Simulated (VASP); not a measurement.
# Al (Cm) in VASP: notebook, part 2 of 2

VASP 6.6.1. The steps go on from the part before.

### 4 Single point, PBE+D3(BJ) (atom 2 (Al) moved by +0.420 Å along [1 2 0] and -0.140 Å along [0 0 1])

Input file INCAR:

```
SYSTEM = Al
PREC     = Accurate       ! precision mode
ENCUT    = 520            ! plane-wave cutoff, eV
EDIFF    = 1E-7           ! SCF threshold, eV
ISMEAR   = 0              ! smearing method
SIGMA    = 0.15           ! smearing width, eV
LREAL    = .FALSE.        ! projectors in reciprocal space
LASPH    = .TRUE.         ! aspherical terms in the spheres
NELM     = 100            ! most SCF steps
ALGO     = Fast           ! electronic algorithm
ISIF     = 2              ! what is computed and relaxed
LWAVE    = .FALSE.        ! write WAVECAR
LCHARG   = .FALSE.        ! write CHGCAR
GGA      = PE             ! functional
IVDW     = 12             ! dispersion correction
NBANDS   = 14             ! bands
```

Input file KPOINTS:

```
Automatic mesh
0
G
  18 18 4
  0 0 0
```

Input file POSCAR:

```
Al
1.0
    2.8144222650      0.0000000000      0.0000000000
   -1.4072111325      2.4373611785      0.0000000000
    0.0000000000      0.0000000000      9.2410470710
Al
4
Direct
    0.0000000000      0.0000000000      0.0000000000
    0.4194920864      0.8389841729      0.2348502016
    0.0000000000      0.0000000000      0.5000000000
    0.6666666667      0.3333333333      0.7500000000
```

The run is started by

```console
cat potpaw_PBE.64/Al/POTCAR > POTCAR
mpirun -np 1 vasp_std > vasp.out
```

Wall time 4.3 min (1 thread of Intel Xeon Platinum 8124M at 3.00GHz (Skylake/Cascade Lake), shared host); peak memory 0.36 GiB.

Results (log left out):

```
Free energy                : -16.1757 eV
Pressure                   : 1.1 GPa
Largest force              : 0.962 eV/Å
Band gap on the k mesh     : zero (bands 6 and 7 overlap by 5.51 eV)
Dispersion energy per atom : -0.351 eV
```

Forces on the atoms (eV/Å):
```
Al   0.000  0.179 -0.689
Al   0.000 -0.295  0.916
Al   0.000  0.064 -0.247
Al   0.000  0.052  0.020
```

Stress tensor (GPa, compression positive):
```
 1.00  0.00  0.00
 0.00 -0.36 -0.67
 0.00 -0.67  2.58
```

Levels at points of the mesh, in eV from the Fermi level:
| k point | band 4 | band 5 | band 6 | band 7 | band 8 | band 9 |
| --- | --- | --- | --- | --- | --- | --- |
| (0.00, 0.00, 0.00) | -4.74 | -4.47 | 3.35 | 3.53 | 10.95 | 11.12 |
| (0.50, 0.00, 0.00) | -4.02 | -3.21 | -3.17 | 0.89 | 1.20 | 1.44 |
| (0.00, 0.50, 0.00) | -3.87 | -3.40 | -3.30 | 0.64 | 1.16 | 1.58 |
| (0.00, 0.00, 0.50) | -7.41 | -1.02 | -0.84 | 8.29 | 8.38 | 11.12 |
| (0.50, 0.00, 0.50) | -4.74 | -1.83 | -1.77 | -1.22 | -1.19 | 4.55 |
| (0.00, 0.50, 0.50) | -4.69 | -1.98 | -1.95 | -1.20 | -1.08 | 4.59 |

Caveat: the cell differs from its parent crystal (atom 2 (Al) moved by +0.420 Å along [1 2 0] and -0.140 Å along [0 0 1]).

### 5 Single point, PBE+D3(BJ) (atom 2 (Al) moved by -0.700 Å along [1 2 0] and -0.140 Å along [0 0 1])

Input file INCAR:

```
SYSTEM = Al
  PREC = Accurate
  ENCUT = 520
  EDIFF = 1E-6
  ISMEAR = 0
  SIGMA = 0.15
  LREAL = .False.
  LASPH = .True.
  NELM = 100
  ALGO = Fast
  ISIF = 2
  LWAVE = .False.
  LCHARG = .False.
  GGA = PE
  IVDW = 12
  NBANDS = 14
```

Input file KPOINTS:

```
regular mesh
0
Gamma
  18 18 4
  0 0 0
```

POSCAR, as its differences from that of step 4:

```diff
@@ -9,3 +9,3 @@
     0.0000000000      0.0000000000      0.0000000000
-    0.4194920864      0.8389841729      0.2348502016
+    0.1897354115      0.3794708230      0.2348502016
     0.0000000000      0.0000000000      0.5000000000
```

Potentials or basis: VASP PAW PBE potentials, release 64 (Al).

The run is started by

```console
cat potpaw_PBE.64/Al/POTCAR > POTCAR
mpirun -np 1 vasp_std > vasp.out
```

OUTCAR:

```text
SYSTEM = Al
   PREC = Accurate
   ENCUT = 520
   EDIFF = 1E-6
   ISMEAR = 0
   LREAL = .False.
   LASPH = .True.
   NELM = 100
   ISIF = 2
   GGA = PE
   IVDW = 12
 IVDW          = 12

 ion  position               nearest neighbor table
   1  0.000  0.000  0.000-   2 2.36   4 2.82   4 2.82   4 2.82   2 3.00   2 3.00
   2  0.190  0.379  0.235-   1 2.36   3 2.62   1 3.00   1 3.00   3 3.20   3 3.20
   3  0.000  0.000  0.500-   2 2.62   4 2.82   4 2.82   4 2.82   2 3.20   2 3.20
   4  0.667  0.333  0.750-   1 2.82   3 2.82   1 2.82   3 2.82   1 2.82   3 2.82

  LATTYP: Found a hexagonal cell.
 ALAT       =     2.8144222650
 C/A-ratio  =     3.2834614713

  Lattice vectors:

 A1 = (   2.8144222650,   0.0000000000,   0.0000000000)
 A2 = (  -1.4072111325,   2.4373611785,   0.0000000000)
 A3 = (   0.0000000000,   0.0000000000,   9.2410470710)

Analysis of symmetry for initial positions (statically):
=====================================================================
 Subroutine PRICEL returns:
 Original cell was already a primitive cell.

 Routine SETGRP: Setting up the symmetry group for a
 hexagonal supercell.

 Subroutine GETGRP returns: Found  2 space group operations
[... 192 lines left out ...]
     13      20.4489      0.00000
     14      20.6329      0.00000
[... 377 lines left out ...]
      1      -2.4935      2.00000
      2      -0.9322      2.00000
      3      -0.5514      2.00000
      4       4.1199      2.00000
      5       4.4453      2.00000
      6      12.0054      0.00000
      7      12.2419      0.00000
      8      14.7000      0.00000
      9      15.7994      0.00000
     10      15.9527      0.00000
     11      16.2703      0.00000
     12      17.3495      0.00000
     13      17.7657      0.00000
     14      19.4929      0.00000

 [... further k-points ...]

------------------------ aborting loop because EDIFF is reached ----------------------------------------

 Edisp (eV)   -1.40351

 E8    (eV) :    -0.6281

  FORCE on cell =-STRESS in cart. coord.  units (eV):
  Direction    XX          YY          ZZ          XY          YZ          ZX
  --------------------------------------------------------------------------------------
  -------------------------------------------------------------------------------------
  Total       0.01748     0.59939     3.86385     0.00000     1.21893     0.00000
  in kB       0.44168    15.14916    97.65630     0.00000    30.80771     0.00000
  external pressure =       37.75 kB  Pullay stress =        0.00 kB

 VOLUME and BASIS-vectors are now :
 -----------------------------------------------------------------------------
  energy-cutoff  :      520.00
  volume of cell :       63.39
      direct lattice vectors                 reciprocal lattice vectors
     2.814422265  0.000000000  0.000000000     0.355312709  0.205139888  0.000000000
    -1.407211133  2.437361178  0.000000000     0.000000000  0.410279777  0.000000000
     0.000000000  0.000000000  9.241047071     0.000000000  0.000000000  0.108212846

 POSITION                                       TOTAL-FORCE (eV/Angst)
 -----------------------------------------------------------------------------------
      0.00000      0.00000      0.00000         0.000000     -0.924287     -1.635769
      0.00000      0.92491      2.17026         0.000000      1.253189      1.496777
      0.00000      0.00000      4.62052        -0.000000     -0.317563      0.112279
      1.40721      0.81245      6.93079        -0.000000     -0.011338      0.026712
 -----------------------------------------------------------------------------------
    total drift:                               -0.000000      0.000006      0.000006

  FREE ENERGIE OF THE ION-ELECTRON SYSTEM (eV)
  ---------------------------------------------------
  free  energy   TOTEN  =       -15.8176281781 eV

  energy  without entropy=      -15.8007599037  energy(sigma->0) =      -15.80919404
```

OSZICAR:

```text
N       E                     dE             d eps       ncg     rms          rms(c)
DAV:   1     0.687004566493E+01    0.68700E+01   -0.41659E+03  9892   0.660E+02
DAV:   2    -0.138668452128E+02   -0.20737E+02   -0.19132E+02 12734   0.903E+01
DAV:   3    -0.145391643459E+02   -0.67232E+00   -0.66525E+00 12996   0.133E+01
DAV:   4    -0.145438427875E+02   -0.46784E-02   -0.46777E-02 11858   0.138E+00
DAV:   5    -0.145438983924E+02   -0.55605E-04   -0.55605E-04 13006   0.154E-01    0.285E+00
RMM:   6    -0.144563803018E+02    0.87518E-01   -0.27937E-02 10363   0.584E-01    0.164E+00
RMM:   7    -0.144259067288E+02    0.30474E-01   -0.77932E-03 10227   0.422E-01    0.757E-01
RMM:   8    -0.144145591697E+02    0.11348E-01   -0.41553E-03 11047   0.332E-01    0.142E-01
RMM:   9    -0.144141715915E+02    0.38758E-03   -0.50918E-04 11470   0.136E-01    0.982E-02
RMM:  10    -0.144141285684E+02    0.43023E-04   -0.92545E-05 11716   0.620E-02    0.562E-02
RMM:  11    -0.144141180568E+02    0.10512E-04   -0.27355E-05 11590   0.304E-02    0.181E-02
RMM:  12    -0.144141148803E+02    0.31765E-05   -0.79034E-06 11626   0.176E-02    0.172E-02
RMM:  13    -0.144141149994E+02   -0.11907E-06   -0.14920E-06  8748   0.842E-03
   1 F= -.15817628E+02 E0= -.15809194E+02  d E =-.168683E-01
```

stdout:

```text
POSCAR found type information on POSCAR Al
 POSCAR found :  1 types and       4 ions
 scaLAPACK will be used
 LDA part: xc-table for (Slater+PW92), standard interpolation
 POSCAR, INCAR and KPOINTS ok, starting setup
 FFT: planning ... GRIDC
 FFT: planning ... GRID_SOFT
 FFT: planning ... GRID
 WAVECAR not read
 entering main loop
```

It took 2.9 min on 1 thread of Intel Xeon Platinum 8124M at 3.00GHz (Skylake/Cascade Lake), shared host; peak memory 0.36 GiB.

Results:

| Item | Value |
| --- | --- |
| Free energy | -15.8176 eV |
| Pressure | 3.8 GPa |
| Largest force | 1.952 eV/Å |
| Band gap on the k mesh | zero (bands 6 and 7 overlap by 5.40 eV) |
| Dispersion energy per atom | -0.351 eV |

Forces in eV/Å, atoms in the order of the input:
```
Al   0.000 -0.924 -1.636
Al   0.000  1.253  1.497
Al   0.000 -0.318  0.112
Al   0.000 -0.011  0.027
```

Stress tensor (GPa, compression positive):
```
0.04 0.00 0.00
0.00 1.51 3.08
0.00 3.08 9.77
```

Caveat: the cell differs from its parent crystal (atom 2 (Al) moved by -0.700 Å along [1 2 0] and -0.140 Å along [0 0 1]); the cell stands under pressure; forces of over 1 eV/Å act on the atoms, so gaps and moduli don't describe the material at rest.

### 6 Single point, PBE+D3(BJ) (atom 2 (Al) moved by +0.140 Å along [1 2 0] and -0.140 Å along [0 0 1])

Input file INCAR:

```
  PREC = Accurate
  ENCUT = 520
  EDIFF = 1E-6
  ISMEAR = 0
  SIGMA = 0.15
  LREAL = F
  LASPH = T
  NELM = 60
  ALGO = Fast
  ISIF = 2
  LWAVE = F
  LCHARG = T
  GGA = PE
  IVDW = 12
  LELF = T
  LVHAR = T
  NBANDS = 14
```

Input file KPOINTS:

```
Automatic mesh
0
Gamma
  18 18 4
```

POSCAR, as its differences from that of step 5:

```diff
@@ -9,3 +9,3 @@
     0.0000000000      0.0000000000      0.0000000000
-    0.1897354115      0.3794708230      0.2348502016
+    0.3620529177      0.7241058354      0.2348502016
     0.0000000000      0.0000000000      0.5000000000
```

Potentials or basis: VASP PAW PBE potentials, release 64 (Al).

The run is started by

```console
cat potpaw_PBE.64/Al/POTCAR > POTCAR
mpirun -np 1 vasp_std > vasp.out
```

Wall time 3.1 min (1 thread of Intel Xeon Platinum 8124M at 3.00GHz (Skylake/Cascade Lake), shared host); peak memory 0.37 GiB.

The run converged. Its results:

* Free energy: -16.2474 eV
* Pressure: 0.5 GPa
* Largest force: 0.837 eV/Å
* Band gap on the k mesh: zero (bands 6 and 7 overlap by 5.43 eV)
* Dispersion energy per atom: -0.351 eV

Forces in eV/Å, atoms in the order of the input:
```
Al   0.000  0.112 -0.532
Al   0.000 -0.169  0.820
Al   0.000  0.040 -0.310
Al   0.000  0.016  0.021
```

Stress tensor (GPa, compression positive):
```
 0.42  0.00  0.00
 0.00 -0.05 -0.40
 0.00 -0.40  1.27
```

Levels at points of the mesh, in eV from the Fermi level:
```csv
k point,band 2,band 3,band 4,band 5,band 6,band 7,band 8,band 9,band 10,band 11
"(0.00, 0.00, 0.00)",-9.85,-9.47,-4.74,-4.48,3.36,3.54,11.01,11.07,11.16,11.20
"(0.50, 0.00, 0.00)",-5.32,-4.06,-3.99,-3.25,-3.20,0.89,1.24,1.41,1.70,5.84
"(0.00, 0.50, 0.00)",-5.29,-4.04,-3.94,-3.31,-3.25,0.79,1.30,1.39,1.76,5.82
"(0.00, 0.00, 0.50)",-10.83,-7.64,-7.41,-1.01,-0.84,8.38,8.39,11.19,11.32,11.36
"(0.50, 0.00, 0.50)",-5.06,-4.83,-4.73,-1.87,-1.83,-1.18,-1.17,4.60,4.67,4.74
"(0.00, 0.50, 0.50)",-5.03,-4.83,-4.72,-1.92,-1.91,-1.18,-1.11,4.62,4.65,4.72
```

Caveat: the cell differs from its parent crystal (atom 2 (Al) moved by +0.140 Å along [1 2 0] and -0.140 Å along [0 0 1]).

### 7 Summary

```tsv
cell	further INCAR settings	gap on the mesh (eV)	pressure (GPa)	largest force (eV/Å)
as given, atomic positions A	ALGO = Fast; EDIFF = 1e-07; NBANDS = 14	none	19.7	13.54
as given, atomic positions B	ALGO = Fast; EDIFF = 1e-06; NBANDS = 14	none	1.6	1.01
as given, atomic positions C	ALGO = Fast; EDIFF = 1e-07; NBANDS = 14	none	1.1	0.96
as given, atomic positions D	ALGO = Fast; EDIFF = 1e-06; NBANDS = 14	none	3.8	1.95
as given, atomic positions E	ALGO = Fast; EDIFF = 1e-06; NBANDS = 14	none	0.5	0.84
```

Alike in all rows: task single point; level PBE+D3(BJ); potentials or basis VASP PAW PBE potentials, release 64 (Al); no spin polarisation; k mesh 18 × 18 × 4; cutoff (eV) 520; smearing gaussian 0.15 eV.

Caveats: forces of over 1 eV/Å act on the atoms, so gaps and moduli don't describe the material at rest (at least some runs); the cell stands under pressure (at least some runs).

Total energies depend on the potentials used, so only differences within one code and one set of settings carry meaning.
